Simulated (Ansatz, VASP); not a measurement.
**InP in VASP and in Ansatz**

INCAR

```
ALGO     = Fast           # electronic algorithm
EDIFF    = 1E-7           # SCF threshold, eV
ENCUT    = 520            # plane-wave cutoff, eV
GGA      = PE             # functional
ISIF     = 2              # what is computed and relaxed
ISMEAR   = 0              # smearing method
LASPH    = True           # aspherical terms in the spheres
LCHARG   = False          # write CHGCAR
LREAL    = False          # projectors in reciprocal space
LWAVE    = False          # write WAVECAR
NBANDS   = 46             # bands
NELM     = 60             # most SCF steps
PREC     = Accurate       # precision mode
SIGMA    = 0.15           # smearing width, eV
```

The input KPOINTS:

```
k-points
0
Gamma
  12 12 12
```

Contents of POSCAR:

```
InP
1.0
    5.5403208329      0.0000000000      0.0000000000
    0.0000000000     -5.5403208329      0.0000000000
    0.0000000000      0.0000000000     -5.5403208329
In P
4 4
Direct
    0.0000000000      1.0000000000      1.0180494962
    0.5000000000      0.5000000000      1.0000000000
    0.5000000000      1.0000000000      0.5000000000
    0.0000000000      0.5000000000      0.5000000000
    0.5000000000      1.0000000000      1.0000000000
    0.0000000000      0.5000000000      1.0000000000
    0.0000000000      1.0000000000      0.5000000000
    0.5000000000      0.5000000000      0.5000000000
```

Input for Ansatz:

```yaml
crystal:
  lattice:
    - [5.5403208329, 0.0, 0.0]
    - [0.0, -5.5403208329, 0.0]
    - [0.0, 0.0, -5.5403208329]
  atoms:
    - { symbol: In, position: [0.0, 1.0, 1.0180494962] }
    - { symbol: In, position: [0.5, 0.5, 1.0] }
    - { symbol: In, position: [0.5, 1.0, 0.5] }
    - { symbol: In, position: [0.0, 0.5, 0.5] }
    - { symbol: P, position: [0.5, 1.0, 1.0] }
    - { symbol: P, position: [0.0, 0.5, 1.0] }
    - { symbol: P, position: [0.0, 1.0, 0.5] }
    - { symbol: P, position: [0.5, 0.5, 0.5] }
basis:
  ecutwfc: 420
kpoints:
  mp_grid: { grid: [12, 12, 12] }
hamiltonian:
  xc: pbe
scf:
  occupations: { method: gaussian, width: 0.15 }
output:
  forces: true
  stress: true
  eigenvalues: true
```

Alike in both runs: task single point; functional PBE; k mesh 12 × 12 × 12; occupations gaussian, width 0.15 eV; no spin polarisation.

|  | VASP | Ansatz |
| --- | --- | --- |
| version | VASP 6.6.1 | Ansatz 0.2.0 |
| potentials or method | VASP PAW PBE potentials, release 64 (In_d, P), cutoff 520 eV | scalar-relativistic, plane waves, PAW |
| valence electrons in the cell | 72 | 72 |

VASP gave:

| Item | Value |
| --- | --- |
| gap on the k mesh at the Fermi level (eV) | none |
| pressure (GPa) | 0.1 |
| traceless stress, the component that is largest in VASP (GPa) | 0.20 |
| rms of the force components (eV/Å) | 0.085 |

Estimate Ansatz's values.

gap on the k mesh at the Fermi level (eV): none; pressure (GPa): 0.0; traceless stress, the component that is largest in VASP (GPa): 0.20; rms of the force components (eV/Å): 0.086.

Atom by atom the forces differ by 0.000 eV/Å (rms over components). A gap of «none» marks a metal or a gap that the smearing closes.
